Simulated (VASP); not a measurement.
# ScAl (Cmcm) in VASP: further runs

Runs on ScAl. Level: PBEsol+D3(BJ). Tasks: single point.

Everything below comes from runs of VASP 6.6.1. Logs are shortened: lines on timing, memory, paths and dates and some standing lists are left out, and cuts for length are marked.

## 1. The cell of the first run

Symmetry: Cmcm, No. 63, orthorhombic system. Conventional cell: a = 4.146 Å, b = 10.062 Å, c = 3.614 Å, α = 90.00°, β = 90.00°, γ = 90.00°. Sc (site symmetry m2m) has 7 Al at 2.80 to 3.03 Å and 8 Sc at 3.27 to 3.61 Å within 3.7 Å. Within 3.3 Å of Al (site symmetry m2m) lie 2 Al at 2.48 Å and 7 Sc at 2.80 to 3.03 Å.

## 2. Single point, PBEsol+D3(BJ)

Contents of INCAR:

```
PREC     = Accurate       # precision mode
ENCUT    = 520            # plane-wave cutoff, eV
EDIFF    = 1E-7           # SCF threshold, eV
ISMEAR   = -1             # smearing method
SIGMA    = 0.1            # smearing width, eV
LREAL    = F              # projectors in reciprocal space
LASPH    = T              # aspherical terms in the spheres
NELM     = 60             # most SCF steps
ALGO     = Normal         # electronic algorithm
ISIF     = 2              # what is computed and relaxed
LWAVE    = F              # write WAVECAR
LCHARG   = F              # write CHGCAR
GGA      = PS             # functional
IVDW     = 12             # dispersion correction
NBANDS   = 22             # bands
```

Contents of KPOINTS:

```
regular mesh
0
Gamma
  6 6 6
```

Contents of POSCAR:

```
ScAl
1.0
    2.0731505855     -5.0312007141      0.0000000000
    2.0731505855      5.0312007141      0.0000000000
    0.0000000000      0.0000000000      3.6139686751
Sc Al
2 2
Direct
    0.8646810000      0.1353190000      0.2500000000
    0.1353190000      0.8646810000      0.7500000000
    0.5845050000      0.4154950000      0.2500000000
    0.4154950000      0.5845050000      0.7500000000
```

Potentials or basis: VASP PAW PBE potentials, release 64 (Sc_sv, Al).

Launch:

```bash
> cat potpaw_PBE.64/Sc_sv/POTCAR potpaw_PBE.64/Al/POTCAR > POTCAR
> mpirun -np 1 vasp_std > vasp.out
```

OUTCAR:

```text
PREC = Accurate
   ENCUT = 520
   EDIFF = 1E-7
   ISMEAR = -1
   LREAL = F
   LASPH = T
   NELM = 60
   ISIF = 2
   GGA = PS
   IVDW = 12
 IVDW          = 12

 ion  position               nearest neighbor table
   1  0.865  0.135  0.250-   4 2.80   4 2.80   4 2.80   4 2.80   3 2.82   3 3.03   3 3.03   2 3.27
                             2 3.27
   2  0.135  0.865  0.750-   3 2.80   3 2.80   3 2.80   3 2.80   4 2.82   4 3.03   4 3.03   1 3.27
                             1 3.27
   3  0.585  0.415  0.250-   4 2.48   4 2.48   2 2.80   2 2.80   2 2.80   2 2.80   1 2.82   1 3.03
                             1 3.03
   4  0.415  0.585  0.750-   3 2.48   3 2.48   1 2.80   1 2.80   1 2.80   1 2.80   2 2.82   2 3.03
                             2 3.03

  LATTYP: Found a base centered orthorhombic cell.
 ALAT       =     4.1463011710
 B/A-ratio  =     2.4268380451
 C/A-ratio  =     0.8716126798

  Lattice vectors:

 A1 = (   2.0731505855,  -5.0312007141,   0.0000000000)
 A2 = (   2.0731505855,   5.0312007141,   0.0000000000)
 A3 = (   0.0000000000,   0.0000000000,   3.6139686751)

Analysis of symmetry for initial positions (statically):
=====================================================================
 Subroutine PRICEL returns:
 Original cell was already a primitive cell.

 Routine SETGRP: Setting up the symmetry group for a
 base centered orthorhombic supercell.

 Subroutine GETGRP returns: Found  8 space group operations
 (whereof  4 operations were pure point group operations)
 out of a pool of  8 trial point group operations.

The static configuration has the point symmetry C_2h.
 The point group associated with its full space group is D_2h.

Analysis of symmetry for dynamics (positions and initial velocities):
=====================================================================
 Subroutine PRICEL returns:
 Original cell was already a primitive cell.

 Routine SETGRP: Setting up the symmetry group for a
 base centered orthorhombic supercell.

 Subroutine GETGRP returns: Found  8 space group operations
 (whereof  4 operations were pure point group operations)
 out of a pool of  8 trial point group operations.

The dynamic configuration has the point symmetry C_2h.
 The point group associated with its full space group is D_2h.

 Subroutine INISYM returns: Found  8 space group operations
 (whereof  4 operations are pure point group operations),
 and found     1 'primitive' translations

----------------------------------------------------------------------------------------

                                     Primitive cell

  volume of cell :      75.3905

  direct lattice vectors                    reciprocal lattice vectors
     2.073150586 -5.031200714  0.000000000     0.241178814 -0.099379856  0.000000000
     2.073150586  5.031200714  0.000000000     0.241178814  0.099379856  0.000000000
     0.000000000  0.000000000  3.613968675     0.000000000  0.000000000  0.276704114

  length of vectors
     5.441592963  5.441592963  3.613968675     0.260851636  0.260851636  0.276704114

  position of ions in fractional coordinates (direct lattice)
     0.864681000  0.135319000  0.250000000
     0.135319000  0.864681000  0.750000000
     0.584505000  0.415495000  0.250000000
     0.415495000  0.584505000  0.750000000

  ion indices of the primitive-cell ions
   primitive index   ion index
                 1           1
                 2           2
                 3           3
                 4           4

----------------------------------------------------------------------------------------

 KPOINTS: regular mesh

Automatic generation of k-mesh.
 Grid dimensions read from file:
 generate k-points for:    6    6    6

 Generating k-lattice:

  Cartesian coordinates                     Fractional coordinates (reciprocal lattice)
     0.040196469 -0.016563309  0.000000000     0.166666667  0.000000000  0.000000000
     0.040196469  0.016563309  0.000000000     0.000000000  0.166666667  0.000000000
     0.000000000  0.000000000  0.046117352     0.000000000  0.000000000  0.166666667

  Length of vectors
     0.043475273  0.043475273  0.046117352

  Shift w.r.t. Gamma in fractional coordinates (k-lattice)
     0.000000000  0.000000000  0.000000000

 Subroutine IBZKPT returns following result:
 ===========================================

 Found     52 irreducible k-points:

 Following reciprocal coordinates:
            Coordinates               Weight
  0.000000  0.000000  0.000000      1.000000
  0.166667  0.000000  0.000000      4.000000
  0.333333 -0.000000  0.000000      4.000000
  0.500000 -0.000000  0.000000      2.000000
  0.166667  0.166667  0.000000      2.000000
  0.333333  0.166667  0.000000      4.000000
[... 16 lines left out ...]
  0.333333  0.333333  0.166667      4.000000
  0.500000  0.333333  0.166667      8.000000
 [... further k-points ...]
   k-points           NKPTS =     52   k-points in BZ     NKDIM =     52   number of bands    NBANDS=     22
   number of dos      NEDOS =    301   number of ions     NIONS =      4
   total plane-waves  NPLWV =  44800
   dimension x,y,z NGX =    40 NGY =   40 NGZ =   28
   dimension x,y,z NGXF=    80 NGYF=   80 NGZF=   56
   ions per type =               2   2
   NGX,Y,Z   is equivalent  to a cutoff of  12.22, 12.22, 12.88 a.u.
   NGXF,Y,Z  is equivalent  to a cutoff of  24.44, 24.44, 25.76 a.u.
 SYSTEM =  unknown system
   PREC   = accura    normal or accurate (medium, high low for compatibility)
   ISTART =      0    job   : 0-new  1-cont  2-samecut
   ICHARG =      2    charge: 1-file 2-atom 10-const
   ISPIN  =      1    spin polarized calculation?
   LNONCOLLINEAR =      F non collinear calculations
   LSORBIT =      F    spin-orbit coupling
   LASPH  =      T    aspherical Exc in radial PAW
   ENCUT  =  520.0 eV  38.22 Ry    6.18 a.u.  10.12 10.12  6.72*2*pi/ulx,y,z
   NELM   =     60;   NELMIN=  2; NELMDL= -5     # of ELM steps
   EDIFF  = 0.1E-06   stopping-criterion for ELM
   LREAL  =      F    real-space projection
   EDIFFG = 0.1E-05   stopping-criterion for IOM
   NSW    =      0    number of steps for IOM
   IBRION =     -1    ionic relax: 0-MD 1-quasi-New 2-CG
   NFREE  =      0    steps in history (QN), initial steepest desc. (CG)
   ISIF   =      2    stress and relaxation
   ISYM   =      2    0-nonsym 1-usesym 2-fastsym
   POTIM  = 0.5000    time-step for ionic-motion
   TEBEG  =    0.0;   TEEND  =   0.0 temperature during run
   PSTRESS=    0.0 pullay stress
   NELECT =      28.0000    total number of electrons
   NUPDOWN=      -1.0000    fix difference up-down
   EMIN   =  10.00;   EMAX   =-10.00  energy-range for DOS
   EFERMI =   0.00;   METHOD = LEGACY
   ISMEAR =    -1;   SIGMA  =   0.10  broadening in eV -4-tet -1-fermi 0-gaus
   EFERMI_NEDOS =   21; number of points for ismear=-14 and -15
   IALGO  =     38    algorithm
   IMIX   =      4    mixing-type and parameters
     AMIX     =   0.40;   BMIX     =  1.00
     AMIX_MAG =   1.60;   BMIX_MAG =  1.00
  volume/ion in A,a.u.               =      18.85       127.19
  Fermi-wavevector in a.u.,A,eV,Ry     =   1.176762  2.223757 18.840916  1.384768
  Thomas-Fermi vector in A             =   2.313120
   LORBIT       =      0    0 simple, 1 ext, 2 COOP (PROOUT), +10 PAW based schemes
   GGA     = PS    functional components
   LHFCALC =     F    Hartree Fock is set to
   AEXX    =    0.0000 exact exchange contribution
   IVDW    =    12    specifies the selected vdW correction
   LEPSILON=     F    determine dielectric tensor
   LRPA    =     F    only Hartree local field effects (RPA)
 non-spin polarized calculation
  energy-cutoff  :      520.00
  volume of cell :       75.39
 maximum number of plane-waves:      2053
   NGX = 21   NGY = 21   NGZ = 13

 number of electron      27.9999994 magnetization

 Free energy of the ion-electron system (eV)
  ---------------------------------------------------
  ext. energy  EPLUGINS =         0.00000000
  ---------------------------------------------------
  free energy    TOTEN  =       -22.52138517 eV

  energy without entropy =      -22.40626426  energy(sigma->0) =      -22.46382472

 E-fermi :   5.3724     XC(G=0): -10.4207

 val. band max:        5.3566933491   @ k =  -0.1667   0.1667   0.5000
 cond. band min:       5.4092078412   @ k =  -0.3333   0.1667   0.1667
 fundamental gap:      0.0525144921
 Fermi energy:         5.3724224709

 k-point     1 :       0.0000    0.0000    0.0000
  band No.  band energies     occupation
      1     -43.3728      2.00000
      2     -43.3392      2.00000
      3     -22.2101      2.00000
      4     -22.1381      2.00000
      5     -22.1179      2.00000
      6     -22.0916      2.00000
[... 14 lines left out ...]
     21       9.1403      0.00000
     22       9.9156      0.00000

 k-point     2 :       0.1667    0.0000    0.0000
  band No.  band energies     occupation
      1     -43.3712      2.00000
      2     -43.3403      2.00000
      3     -22.2065      2.00000
      4     -22.1477      2.00000
      5     -22.1199      2.00000
      6     -22.0879      2.00000
[... 14 lines left out ...]
     21       9.2309      0.00000
     22       9.3808      0.00000

 k-point     3 :       0.3333   -0.0000    0.0000
  band No.  band energies     occupation
      1     -43.3676      2.00000
      2     -43.3430      2.00000
      3     -22.2015      2.00000
      4     -22.1682      2.00000
      5     -22.1187      2.00000
      6     -22.0793      2.00000
[... 14 lines left out ...]
     21       9.0606      0.00000
     22       9.7696      0.00000
[... 476 lines left out ...]
 k-point    23 :       0.3333    0.3333    0.1667
  band No.  band energies     occupation
      1     -43.3601      2.00000
      2     -43.3476      2.00000
      3     -22.1931      2.00000
      4     -22.1446      2.00000
      5     -22.1429      2.00000
      6     -22.0901      2.00000
[... 14 lines left out ...]
     21       8.9782      0.00000
     22       9.9536      0.00000

 k-point    24 :       0.5000    0.3333    0.1667
  band No.  band energies     occupation
      1     -43.3598      2.00000
      2     -43.3488      2.00000
      3     -22.1780      2.00000
      4     -22.1548      2.00000
      5     -22.1205      2.00000
      6     -22.0930      2.00000
[... 14 lines left out ...]
     21       8.8101      0.00000
     22       9.6773      0.00000

 [... further k-points ...]

------------------------ aborting loop because EDIFF is reached ----------------------------------------

 Edisp (eV)   -1.56039

 E8    (eV) :    -1.0844

  FORCE on cell =-STRESS in cart. coord.  units (eV):
  Direction    XX          YY          ZZ          XY          YZ          ZX
  --------------------------------------------------------------------------------------
  -------------------------------------------------------------------------------------
  Total       2.49919     3.26667     2.42092     0.00000    -0.00000     0.00000
  in kB      53.11203    69.42236    51.44857     0.00000    -0.00000     0.00000
  external pressure =       57.99 kB  Pullay stress =        0.00 kB

 VOLUME and BASIS-vectors are now :
 -----------------------------------------------------------------------------
  energy-cutoff  :      520.00
  volume of cell :       75.39
      direct lattice vectors                 reciprocal lattice vectors
     2.073150586 -5.031200714  0.000000000     0.241178814 -0.099379856  0.000000000
     2.073150586  5.031200714  0.000000000     0.241178814  0.099379856  0.000000000
     0.000000000  0.000000000  3.613968675     0.000000000  0.000000000  0.276704114

 POSITION                                       TOTAL-FORCE (eV/Angst)
 -----------------------------------------------------------------------------------
      2.07315     -3.66957      0.90349         0.000000      0.211146      0.000000
      2.07315      3.66957      2.71048         0.000000     -0.211146      0.000000
      2.07315     -0.85032      0.90349         0.000000     -0.414867     -0.000000
      2.07315      0.85032      2.71048         0.000000      0.414867     -0.000000
 -----------------------------------------------------------------------------------
    total drift:                               -0.000000     -0.000000     -0.000000

  FREE ENERGIE OF THE ION-ELECTRON SYSTEM (eV)
  ---------------------------------------------------
  free  energy   TOTEN  =       -24.0817772170 eV

  energy  without entropy=      -23.9666563110  energy(sigma->0) =      -24.02421676
```

Run time: 51 s. Hardware: 1 thread of Intel Xeon Platinum 8559C (Emerald Rapids), shared host; peak memory 0.25 GiB.

Results:

- Free energy: -24.0818 eV
- Pressure: 5.8 GPa
- Largest force: 0.415 eV/Å
- Band gap on the k mesh: zero (bands 14 and 15 overlap by 1.30 eV)
- Dispersion energy per atom: -0.390 eV

Forces in eV/Å, atoms in the order of the input:
```
Sc   0.000  0.211  0.000
Sc   0.000 -0.211  0.000
Al   0.000 -0.415  0.000
Al   0.000  0.415  0.000
```

Caveat: three body term missing; the cell stands under pressure; the PAW data sets were made with another functional, which shifts forces and pressure a little.

(Part 1 of 2 ends here.)

The gap in the log of VASP goes by the Fermi energy; the results here count the filled bands.